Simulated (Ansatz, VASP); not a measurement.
# Two plane-wave programs on Zr3PdSe4

```
Zr Pd Se
1.0
     7.16255    0.00000    0.00000
    -3.58128    6.20295    0.00000
     0.00000    0.00000    3.65129
Zr Pd Se
3 1 4
Direct
  0.01929 0.50964 0.00000
  0.49036 0.98071 0.00000
  0.49036 0.50964 0.00000
  0.00000 0.00000 0.00000
  0.16631 0.83369 0.50000
  0.16631 0.33261 0.50000
  0.66667 0.33333 0.50000
  0.66739 0.83369 0.50000
```

Alike in both runs: task relaxation of cell and atoms; functional PBE; k mesh 6 × 6 × 8; occupations gaussian, width 0.1 eV; no spin polarisation.

|  | VASP | Ansatz |
| --- | --- | --- |
| version | VASP 6.6.1 | Ansatz 0.2.0 |
| potentials or method | VASP PAW PBE potentials, release 64 (Zr_sv, Pd, Se), cutoff 600 eV | scalar-relativistic, plane waves, PAW |
| valence electrons in the cell | 70 | 118 |

Ansatz gave:

- gap on the k mesh at the Fermi level, each at its own relaxed structure (eV): none
- relaxed volume (Å³/atom): 20.28
- relaxed length of the cell vector where the two differ most in proportion (Å): 3.652

Problem. What did VASP give for the same quantities?

Solution. gap on the k mesh at the Fermi level, each at its own relaxed structure (eV): none; relaxed volume (Å³/atom): 20.30; relaxed length of the cell vector where the two differ most in proportion (Å): 3.653.

A gap of «none» marks a metal or a gap that the smearing closes. VASP's potentials hold 70 valence electrons a cell and Ansatz's 118, so a difference there can come from the potentials and not from the codes.
